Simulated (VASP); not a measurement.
**K: single point with PBEsol**

The system is K.

```
K
1.0
     4.26512   -4.25883    0.00000
     4.26512    4.25883    0.00000
     0.00000    0.00000   11.14549
K
5
Cartesian
  2.1326 -2.1294 3.4467
  2.1326 2.1294 7.6988
  2.1326 2.1294 3.4467
  2.1326 -2.1294 7.6988
  0.0000 0.0000 0.0000
```

| Quantity | Value |
| --- | --- |
| Program | VASP 6.6.1 |
| Task | single point |
| Functional | PBEsol |
| Potentials or basis | VASP PAW PBE potentials, release 64 (K_sv) |
| Cutoff | 520 eV |
| k mesh | 6 × 6 × 4 |
| Occupations | gaussian, width 0.1 eV |
| Spin | no spin polarisation |

```json
{
  "Pressure": "0.0 GPa",
  "Band gap on the k mesh": "zero (an odd number of electrons rules out a gap without spin polarisation)"
}
```

Levels at points of the mesh, in eV from the Fermi level:
```tsv
k point	band 18	band 19	band 20	band 21	band 22	band 23	band 24	band 25	band 26	band 27
(0.00, 0.00, 0.00)	-15.70	-15.70	-15.70	-2.09	-0.94	-0.56	1.10	1.78	1.86	2.05
(0.50, 0.00, 0.00)	-15.72	-15.72	-15.70	-1.05	-0.85	0.08	0.23	0.27	0.44	2.05
(0.50, 0.50, 0.00)	-15.70	-15.69	-15.69	-0.02	0.03	0.03	0.26	0.88	0.93	1.01
(0.00, 0.00, 0.50)	-15.70	-15.70	-15.70	-1.83	-1.65	0.63	0.73	1.27	1.55	2.07
(0.50, 0.00, 0.50)	-15.71	-15.71	-15.70	-0.74	-0.72	-0.69	-0.36	1.32	1.38	1.55
(0.50, 0.50, 0.50)	-15.70	-15.69	-15.69	0.17	0.22	0.23	0.29	0.38	0.50	0.51
```

It took 13 min on 1 thread of Intel(R) Xeon(R) Platinum 8375C CPU @ 2.90GHz (Ice Lake), on a shared host, peak memory 0.64 GiB.

Caveat: the PAW data sets were made with another functional, which shifts forces and pressure a little.
